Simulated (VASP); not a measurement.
A run of VASP 6.6.1 is set up as follows.

File INCAR:

```
SYSTEM = HgTe
  ALGO = Normal
  EDIFF = 1E-7
  ENCUT = 520
  GGA = PE
  ISIF = 2
  ISMEAR = 0
  LASPH = .TRUE.
  LCHARG = .FALSE.
  LREAL = .FALSE.
  LWAVE = .FALSE.
  NBANDS = 16
  NELM = 60
  PREC = Accurate
  SIGMA = 0.15
```

The input KPOINTS:

```
k-points
0
G
  14 14 14
  0 0 0
```

POSCAR

```
HgTe
1.0
    0.0000000000      3.2235000000      3.2235000000
    3.2235000000      0.0000000000      3.2235000000
    3.2235000000      3.2235000000      0.0000000000
Hg Te
1 1
Direct
    0.0000000000      0.0000000000      0.0000000000
    0.7500000000      0.7500000000      0.7500000000
```

Potentials or basis: VASP PAW PBE potentials, release 64 (Hg, Te).

The run is started by

```console
$ cat potpaw_PBE.64/Hg/POTCAR potpaw_PBE.64/Te/POTCAR > POTCAR
$ mpirun -np 1 vasp_std > vasp.out
```

Problem. What does it give for the pressure?

Solution. 4.1 GPa.

Problem. What does it give for the band gap on the k mesh?

Solution. Zero (filled and empty bands touch).

Caveat: spin-orbit coupling is left out, which moves the levels of the heavy elements.
